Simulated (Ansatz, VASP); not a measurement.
# Two plane-wave programs on AgCl

File POSCAR:

```
AgCl
1.0
   -0.2302677650      2.6735330053      2.6735330053
    2.6735330053     -0.2302677650      2.6735330053
    2.6735330053      2.6735330053     -0.2302677650
Ag Cl
1 1
Direct
    0.0000000000      0.0000000000      0.0000000000
    0.5000000000      0.5000000000      0.5000000000
```

Contents of INCAR.step1:

```
SYSTEM = AgCl
  PREC = Accurate
  ENCUT = 520
  ISMEAR = 0
  SIGMA = 0.01
  LREAL = .FALSE.
  LASPH = .TRUE.
  NELM = 60
  NBANDS = 16
  GGA = PE
  ALGO = Normal
  EDIFF = 1E-4
  LWAVE = .TRUE.
  LCHARG = .FALSE.
```

INCAR.step2

```
SYSTEM = AgCl
  PREC = Accurate
  ENCUT = 520
  EDIFF = 1E-7
  ISMEAR = 0
  SIGMA = 0.01
  LREAL = .FALSE.
  LASPH = .TRUE.
  NELM = 60
  ALGO = Normal
  ISIF = 2
  LWAVE = .FALSE.
  LCHARG = .FALSE.
  METAGGA = R2SCAN
  LMIXTAU = .TRUE.
  NBANDS = 16
  ISTART = 1
```

KPOINTS

```
regular mesh
0
G
  8 8 8
  0 0 0
```

Input for Ansatz:

```yaml
crystal:
  lattice:
    - [-0.230267765, 2.6735330053, 2.6735330053]
    - [2.6735330053, -0.230267765, 2.6735330053]
    - [2.6735330053, 2.6735330053, -0.230267765]
  atoms:
    - { symbol: Ag, position: [0.0, 0.0, 0.0] }
    - { symbol: Cl, position: [0.5, 0.5, 0.5] }
kpoints:
  mp_grid: { grid: [8, 8, 8] }
  band_path:
    path:
      - [0.0, 0.0, 0.0]
      - [0.5, 0.0, 0.5]
      - [0.625, 0.25, 0.625]
      - [0.375, 0.375, 0.75]
      - [0.5, 0.5, 0.5]
      - [0.5, 0.25, 0.75]
      - [0.0375, 0.0375, 0.075]
    npoints: 1
hamiltonian:
  xc: r2scan
scf:
  occupations: { method: fixed }
  n_extra_bands: 4
output:
  forces: true
  stress: true
  eigenvalues: true
```

Change from the starting cell: epitaxial_111 strain +4.7%.

Alike in both runs: task single point; functional r2SCAN; k mesh 8 × 8 × 8; no spin polarisation.

|  | VASP | Ansatz |
| --- | --- | --- |
| version | VASP 6.6.1 | Ansatz 0.2.0 |
| potentials or method | VASP PAW PBE potentials, release 64 (Ag, Cl) | plane waves, PAW |
| plane-wave cutoff (eV) | 520 | 500 |
| occupations | gaussian, width 0.01 eV | fixed |
| valence electrons in the cell | 18 | 26 |

|  | VASP | Ansatz | Ansatz less VASP |
| --- | --- | --- | --- |
| gap on the k mesh at the Fermi level (eV) | 1.32 | 1.37 | +0.054 |
| pressure (GPa) | -1.0 | -0.9 | +0.08 |
| traceless stress, the component that is largest in VASP (GPa) | 0.46 | 0.47 | +0.012 |

VASP's potentials were made for PBE, not for r2SCAN. VASP's potentials hold 18 valence electrons a cell and Ansatz's 26, so a difference there can come from the potentials and not from the codes.
